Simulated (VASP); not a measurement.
# Ga3SbN2 (P6/mmm) in VASP: further runs

Ga3SbN2 is run at these levels: PBE; tasks: single point.

Everything below comes from runs of VASP 6.6.1. Logs are shortened: lines on timing, memory, paths and dates and some standing lists are left out, and cuts for length are marked.

## Step 1: The cell of the first run

It takes space group P6/mmm (No. 191, hexagonal). The conventional cell has a = 5.757 Å, b = 5.757 Å, c = 5.803 Å, α = 90.00°, β = 90.00°, γ = 120.00°. Ga (site symmetry mmm) has 4 Ga at 2.88 Å and 4 N at 2.94 Å within 3.8 Å. Within 3.1 Å of Sb (site symmetry 6/mmm) lie 2 N at 2.32 Å. Within 1.6 Å of N (site symmetry 6mm) lie 1 N at 1.17 Å.

The cell was generated, and may not be a known phase.

## Step 2: Single point, PBE

INCAR reads:

```
ALGO     = Normal         # electronic algorithm
EDIFF    = 1E-6           # SCF threshold, eV
ENCUT    = 700            # plane-wave cutoff, eV
GGA      = PE             # functional
GGA_COMPAT= F            
ISIF     = 2              # what is computed and relaxed
ISMEAR   = 0              # smearing method
LASPH    = T              # aspherical terms in the spheres
LCHARG   = F              # write CHGCAR
LREAL    = F              # projectors in reciprocal space
LWAVE    = F              # write WAVECAR
NBANDS   = 41             # bands
NELM     = 120            # most SCF steps
PREC     = Accurate       # precision mode
SIGMA    = 0.1            # smearing width, eV
```

KPOINTS reads:

```
k-points
0
Gamma
  6 6 2
```

POSCAR reads:

```
Ga3SbN2
1.0
    5.7568147470      0.0000000000      0.0000000000
   -2.8784073735      4.9855478158      0.0000000000
    0.0000000000      0.0000000000      5.8031290330
Ga Sb N
3 1 2
Direct
    0.5000000000      0.0000000000      0.5000000000
    0.0000000000      0.5000000000      0.5000000000
    0.5000000000      0.5000000000      0.5000000000
    0.0000000000      0.0000000000      0.0000000000
    0.0000000000      0.0000000000      0.3992298439
    0.0000000000      0.0000000000      0.6007701561
```

Potentials or basis: VASP PAW PBE potentials, release 64 (Ga_d, Sb_d_GW, N).

Launch:

```
$ cat potpaw_PBE.64/Ga_d/POTCAR potpaw_PBE.64/Sb_d_GW/POTCAR potpaw_PBE.64/N/POTCAR > POTCAR
$ mpirun -np 1 vasp_std > vasp.out
```

OUTCAR:

```text
EDIFF = 1E-6
   ENCUT = 700
   GGA = PE
   ISIF = 2
   ISMEAR = 0
   LASPH = T
   LREAL = F
   NELM = 120
   PREC = Accurate

 ion  position               nearest neighbor table
   1  0.500  0.000  0.500-   2 2.88   3 2.88   3 2.88   2 2.88
   2  0.000  0.500  0.500-   3 2.88   3 2.88   1 2.88   1 2.88
   3  0.500  0.500  0.500-   2 2.88   2 2.88   1 2.88   1 2.88
   4  0.000  0.000  0.000-   5 2.32   6 2.32
   5  0.000  0.000  0.399-   6 1.17   4 2.32
   6  0.000  0.000  0.601-   5 1.17   4 2.32

  LATTYP: Found a hexagonal cell.
 ALAT       =     5.7568147470
 C/A-ratio  =     1.0080451236

  Lattice vectors:

 A1 = (   5.7568147470,   0.0000000000,   0.0000000000)
 A2 = (  -2.8784073735,   4.9855478158,   0.0000000000)
 A3 = (   0.0000000000,   0.0000000000,   5.8031290330)

Analysis of symmetry for initial positions (statically):
=====================================================================
 Subroutine PRICEL returns:
 Original cell was already a primitive cell.

 Routine SETGRP: Setting up the symmetry group for a
 hexagonal supercell.

 Subroutine GETGRP returns: Found 24 space group operations
 (whereof 24 operations were pure point group operations)
 out of a pool of 24 trial point group operations.

The static configuration has the point symmetry D_6h.

Analysis of symmetry for dynamics (positions and initial velocities):
=====================================================================
 Subroutine PRICEL returns:
 Original cell was already a primitive cell.

 Routine SETGRP: Setting up the symmetry group for a
 hexagonal supercell.

 Subroutine GETGRP returns: Found 24 space group operations
 (whereof 24 operations were pure point group operations)
 out of a pool of 24 trial point group operations.

The dynamic configuration has the point symmetry D_6h.

 Subroutine INISYM returns: Found 24 space group operations
 (whereof 24 operations are pure point group operations),
 and found     1 'primitive' translations

----------------------------------------------------------------------------------------

                                     Primitive cell

  volume of cell :     166.5549

  direct lattice vectors                    reciprocal lattice vectors
     5.756814747  0.000000000  0.000000000     0.173707170  0.100289882  0.000000000
    -2.878407373  4.985547816  0.000000000     0.000000000  0.200579763  0.000000000
     0.000000000  0.000000000  5.803129033     0.000000000  0.000000000  0.172320828

  length of vectors
     5.756814747  5.756814747  5.803129033     0.200579763  0.200579763  0.172320828

  position of ions in fractional coordinates (direct lattice)
     0.500000000  0.000000000  0.500000000
     1.000000000  0.500000000  0.500000000
     0.500000000  0.500000000  0.500000000
     0.000000000  0.000000000  0.000000000
     0.000000000  0.000000000  0.399229844
     0.000000000  0.000000000  0.600770156

  ion indices of the primitive-cell ions
   primitive index   ion index
                 1           1
                 2           2
                 3           3
                 4           4
                 5           5
                 6           6

----------------------------------------------------------------------------------------

 KPOINTS: k-points

Automatic generation of k-mesh.
 Grid dimensions read from file:
 generate k-points for:    6    6    2

 Generating k-lattice:

  Cartesian coordinates                     Fractional coordinates (reciprocal lattice)
     0.028951195  0.016714980  0.000000000     0.166666667 -0.000000000  0.000000000
     0.000000000  0.033429961  0.000000000     0.000000000  0.166666667  0.000000000
     0.000000000  0.000000000  0.086160414     0.000000000  0.000000000  0.500000000

  Length of vectors
     0.033429961  0.033429961  0.086160414

  Shift w.r.t. Gamma in fractional coordinates (k-lattice)
     0.000000000  0.000000000  0.000000000

 Subroutine IBZKPT returns following result:
 ===========================================

 Found     14 irreducible k-points:

 Following reciprocal coordinates:
            Coordinates               Weight
  0.000000  0.000000  0.000000      1.000000
  0.166667 -0.000000  0.000000      6.000000
  0.333333 -0.000000  0.000000      6.000000
  0.500000 -0.000000  0.000000      3.000000
  0.166667  0.166667  0.000000      6.000000
  0.333333  0.166667  0.000000     12.000000
  0.333333  0.333333  0.000000      2.000000
  0.000000  0.000000  0.500000      1.000000
  0.166667 -0.000000  0.500000      6.000000
  0.333333 -0.000000  0.500000      6.000000
  0.500000 -0.000000  0.500000      3.000000
  0.166667  0.166667  0.500000      6.000000
  0.333333  0.166667  0.500000     12.000000
  0.333333  0.333333  0.500000      2.000000
   k-points           NKPTS =     14   k-points in BZ     NKDIM =     14   number of bands    NBANDS=     41
   number of dos      NEDOS =    301   number of ions     NIONS =      6
   total plane-waves  NPLWV = 125000
   dimension x,y,z NGX =    50 NGY =   50 NGZ =   50
   dimension x,y,z NGXF=   100 NGYF=  100 NGZF=  100
   ions per type =               3   1   2
   NGX,Y,Z   is equivalent  to a cutoff of  14.44, 14.44, 14.32 a.u.
   NGXF,Y,Z  is equivalent  to a cutoff of  28.88, 28.88, 28.65 a.u.
 SYSTEM =  unknown system
   PREC   = accura    normal or accurate (medium, high low for compatibility)
   ISTART =      0    job   : 0-new  1-cont  2-samecut
   ICHARG =      2    charge: 1-file 2-atom 10-const
   ISPIN  =      1    spin polarized calculation?
   LNONCOLLINEAR =      F non collinear calculations
   LSORBIT =      F    spin-orbit coupling
   LASPH  =      T    aspherical Exc in radial PAW
   ENCUT  =  700.0 eV  51.45 Ry    7.17 a.u.  12.42 12.42 12.52*2*pi/ulx,y,z
   NELM   =    120;   NELMIN=  2; NELMDL= -5     # of ELM steps
   EDIFF  = 0.1E-05   stopping-criterion for ELM
   LREAL  =      F    real-space projection
[... 7 lines left out ...]
   TEBEG  =    0.0;   TEEND  =   0.0 temperature during run
   PSTRESS=    0.0 pullay stress
   NELECT =      64.0000    total number of electrons
   NUPDOWN=      -1.0000    fix difference up-down
   EMIN   =  10.00;   EMAX   =-10.00  energy-range for DOS
   EFERMI =   0.00;   METHOD = LEGACY
   ISMEAR =     0;   SIGMA  =   0.10  broadening in eV -4-tet -1-fermi 0-gaus
   EFERMI_NEDOS =   21; number of points for ismear=-14 and -15
   IALGO  =     38    algorithm
   IMIX   =      4    mixing-type and parameters
     AMIX     =   0.40;   BMIX     =  1.00
     AMIX_MAG =   1.60;   BMIX_MAG =  1.00
  volume/ion in A,a.u.               =      27.76       187.33
  Fermi-wavevector in a.u.,A,eV,Ry     =   1.190188  2.249130 19.273310  1.416548
  Thomas-Fermi vector in A             =   2.326279
   LORBIT       =      0    0 simple, 1 ext, 2 COOP (PROOUT), +10 PAW based schemes
   GGA     = PE    functional components
   LHFCALC =     F    Hartree Fock is set to
   AEXX    =    0.0000 exact exchange contribution
   IVDW    =     0    specifies the selected vdW correction
   LEPSILON=     F    determine dielectric tensor
   LRPA    =     F    only Hartree local field effects (RPA)
 non-spin polarized calculation
 Gauss-broadening in eV      SIGMA  =   0.10
  energy-cutoff  :      700.00
  volume of cell :      166.55
 maximum number of plane-waves:      7057
 NGX is ok and might be reduce to    50
   NGX = 25   NGY = 25   NGZ = 25

 number of electron      63.9999980 magnetization

 Free energy of the ion-electron system (eV)
  ---------------------------------------------------
  ext. energy  EPLUGINS =         0.00000000
  ---------------------------------------------------
  free energy    TOTEN  =       -24.63700136 eV

  energy without entropy =      -24.61011485  energy(sigma->0) =      -24.62355811

 E-fermi :   1.8003     XC(G=0):  -8.2326

 val. band max:        1.7599805209   @ k =   0.1667  -0.0000   0.0000
 cond. band min:       1.8011402190   @ k =   0.3333   0.1667   0.0000
 fundamental gap:      0.0411596981
 Fermi energy:         1.8002987188

 k-point     1 :       0.0000    0.0000    0.0000
  band No.  band energies     occupation
      1     -27.3052      2.00000
      2     -27.1982      2.00000
      3     -27.1982      2.00000
      4     -26.9451      2.00000
      5     -26.9451      2.00000
      6     -21.3210      2.00000
[... 33 lines left out ...]
     40       5.3989      0.00000
     41       5.8626      0.00000

 k-point     2 :       0.1667   -0.0000    0.0000
  band No.  band energies     occupation
      1     -27.3051      2.00000
      2     -27.1982      2.00000
      3     -27.1982      2.00000
      4     -26.9451      2.00000
      5     -26.9451      2.00000
      6     -21.3199      2.00000
[... 33 lines left out ...]
     40       5.5366      0.00000
     41       6.2692      0.00000

 k-point     3 :       0.3333   -0.0000    0.0000
  band No.  band energies     occupation
      1     -27.3051      2.00000
      2     -27.1982      2.00000
      3     -27.1982      2.00000
      4     -26.9451      2.00000
      5     -26.9451      2.00000
      6     -21.3175      2.00000
[... 33 lines left out ...]
     40       5.8003      0.00000
     41       6.8084      0.00000

 k-point     4 :       0.5000   -0.0000    0.0000
  band No.  band energies     occupation
      1     -27.3051      2.00000
      2     -27.1982      2.00000
      3     -27.1982      2.00000
      4     -26.9451      2.00000
      5     -26.9450      2.00000
      6     -21.3163      2.00000
[... 385 lines left out ...]
     40       5.6973      0.00000
     41       7.4029      0.00000

 k-point    13 :       0.3333    0.1667    0.5000
  band No.  band energies     occupation
      1     -27.3030      2.00000
      2     -27.1983      2.00000
      3     -27.1983      2.00000
      4     -26.9451      2.00000
      5     -26.9451      2.00000
      6     -21.3234      2.00000
[... 33 lines left out ...]
     40       5.7243      0.00000
     41       5.8177      0.00000

 k-point    14 :       0.3333    0.3333    0.5000
  band No.  band energies     occupation
      1     -27.3030      2.00000
      2     -27.1983      2.00000
      3     -27.1983      2.00000
      4     -26.9451      2.00000
      5     -26.9451      2.00000
      6     -21.3228      2.00000
[... 33 lines left out ...]
     40       5.8314      0.00000
     41       7.3883      0.00000

------------------------ aborting loop because EDIFF is reached ----------------------------------------

  FORCE on cell =-STRESS in cart. coord.  units (eV):
  Direction    XX          YY          ZZ          XY          YZ          ZX
  --------------------------------------------------------------------------------------
  -------------------------------------------------------------------------------------
  Total        0.0492416      0.0492416      0.5735952      0.0000000     -0.0000000      0.0000000
  in kB        0.4736807      0.4736807      5.5177080      0.0000000     -0.0000000      0.0000000
  external PRESSURE =       2.1550231 kB  Pullay stress =       0.0000000 kB

 VOLUME and BASIS-vectors are now :
 -----------------------------------------------------------------------------
  energy-cutoff  :      700.00
  volume of cell :      166.55
      direct lattice vectors                 reciprocal lattice vectors
     5.756814747  0.000000000  0.000000000     0.173707170  0.100289882  0.000000000
    -2.878407373  4.985547816  0.000000000     0.000000000  0.200579763  0.000000000
     0.000000000  0.000000000  5.803129033     0.000000000  0.000000000  0.172320828

 POSITION                                       TOTAL-FORCE (eV/Angst)
 -----------------------------------------------------------------------------------
      2.87841      0.00000      2.90156         0.000000     -0.000000      0.000000
     -1.43920      2.49277      2.90156         0.000000     -0.000000      0.000000
      1.43920      2.49277      2.90156         0.000000     -0.000000      0.000000
      0.00000      0.00000      0.00000         0.000000     -0.000000      0.000000
      0.00000      0.00000      2.31678         0.000000      0.000000     -0.649971
      0.00000      0.00000      3.48635        -0.000000     -0.000000      0.649971
 -----------------------------------------------------------------------------------
    total drift:                                0.000000     -0.000000      0.000000

  FREE ENERGIE OF THE ION-ELECTRON SYSTEM (eV)
  ---------------------------------------------------
  free  energy   TOTEN  =       -24.6370013605 eV

  energy  without entropy=      -24.6101148543  energy(sigma->0) =      -24.62355811
```

Wall time 2.7 min (1 thread of Intel Xeon Platinum 8488C (Sapphire Rapids), shared host); peak memory 0.44 GiB.

What came out:

```
Free energy            : -24.6370 eV
Pressure               : 0.2 GPa
Largest force          : 0.650 eV/Å
Band gap on the k mesh : zero (bands 32 and 33 overlap by 1.89 eV)
```

Forces on the atoms (eV/Å):
```
Ga   0.000  0.000  0.000
Ga   0.000  0.000  0.000
Ga   0.000  0.000  0.000
Sb   0.000  0.000  0.000
N    0.000  0.000 -0.650
N    0.000  0.000  0.650
```

Stress tensor (GPa, compression positive):
```
0.05 0.00 0.00
0.00 0.05 0.00
0.00 0.00 0.55
```

Caveat: the k points lie up to 0.54 Å⁻¹ apart, too coarse for converged energies and pressures of a metal; the standard files for N, O and F lose accuracy on very short bonds; spin-orbit coupling is left out, which moves the levels of the heavy elements.

(Part 1 of 2 ends here.)

The gap in the log of VASP goes by the Fermi energy; the results here count the filled bands.